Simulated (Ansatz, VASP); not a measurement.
**Two plane-wave programs on LiCl**

The input POSCAR:

```
LiCl
1.0
    0.0000000000      2.5560369945      2.5560369945
    2.5560369945      0.0000000000      2.5560369945
    2.5560369945      2.5560369945      0.0000000000
Li Cl
1 1
Direct
    0.0000000000      0.0000000000      0.0000000000
    0.5000000000      0.5000000000      0.5000000000
```

INCAR.step1

```
ALGO     = Normal         # electronic algorithm
EDIFF    = 1E-5           # SCF threshold, eV
ENCUT    = 520            # plane-wave cutoff, eV
GGA      = PE             # functional
ISIF     = 2              # what is computed and relaxed
ISMEAR   = 0              # smearing method
LASPH    = T              # aspherical terms in the spheres
LREAL    = F              # projectors in reciprocal space
LWAVE    = T              # write WAVECAR
NBANDS   = 12             # bands
NELM     = 60             # most SCF steps
PREC     = Accurate       # precision mode
SIGMA    = 0.01           # smearing width, eV
```

INCAR.step2

```
ALGO     = Normal         # electronic algorithm
EDIFF    = 1E-6           # SCF threshold, eV
ENCUT    = 520            # plane-wave cutoff, eV
GGA      = PE             # functional
HFSCREEN = 0.2079         # screening, 1/A
ISIF     = 2              # what is computed and relaxed
ISMEAR   = 0              # smearing method
ISTART   = 1            
LASPH    = T              # aspherical terms in the spheres
LCHARG   = T              # write CHGCAR
LELF     = T              # ELF
LHFCALC  = T              # exact exchange
LREAL    = F              # projectors in reciprocal space
LVHAR    = T            
LWAVE    = F              # write WAVECAR
NBANDS   = 12             # bands
NELM     = 60             # most SCF steps
PREC     = Accurate       # precision mode
PRECFOCK = Normal       
SIGMA    = 0.01           # smearing width, eV
```

Contents of KPOINTS:

```
k-points
0
Gamma
  4 4 4
```

Input for Ansatz:

```yaml
crystal:
  lattice:
    - [0.0, 2.5560369945, 2.5560369945]
    - [2.5560369945, 0.0, 2.5560369945]
    - [2.5560369945, 2.5560369945, 0.0]
  atoms:
    - { symbol: Li, position: [0.0, 0.0, 0.0] }
    - { symbol: Cl, position: [0.5, 0.5, 0.5] }
kpoints:
  mp_grid: { grid: [4, 4, 4] }
hamiltonian:
  xc: hse06
scf:
  occupations: { method: fixed }
  n_extra_bands: 4
output:
  forces: true
  stress: true
  eigenvalues: true
  write_density: true
  write_potential: true
  elf: true
  volumetric_format: npy
```

Alike in both runs: task single point; functional HSE06; k mesh 4 × 4 × 4; no spin polarisation.

|  | VASP | Ansatz |
| --- | --- | --- |
| version | VASP 6.6.1 | Ansatz 0.2.0 |
| potentials or method | VASP PAW PBE potentials, release 64 (Li_sv, Cl) | plane waves, PAW |
| plane-wave cutoff (eV) | 520 | 420 |
| occupations | gaussian, width 0.01 eV | fixed |
| valence electrons in the cell | 10 | 10 |

VASP gave:

| Property | Result |
| --- | --- |
| gap on the k mesh at the Fermi level (eV) | 7.80 |

**Question.** Which values does Ansatz return?

**Answer.** gap on the k mesh at the Fermi level (eV): 7.79.

Ansatz's warnings: stress exchange threshold loose, stress scf threshold loose.

The k mesh is coarse, so the values compare programs but aren't converged. Noted on VASP's run: the cutoff is short for stress, so the pressure is rough.
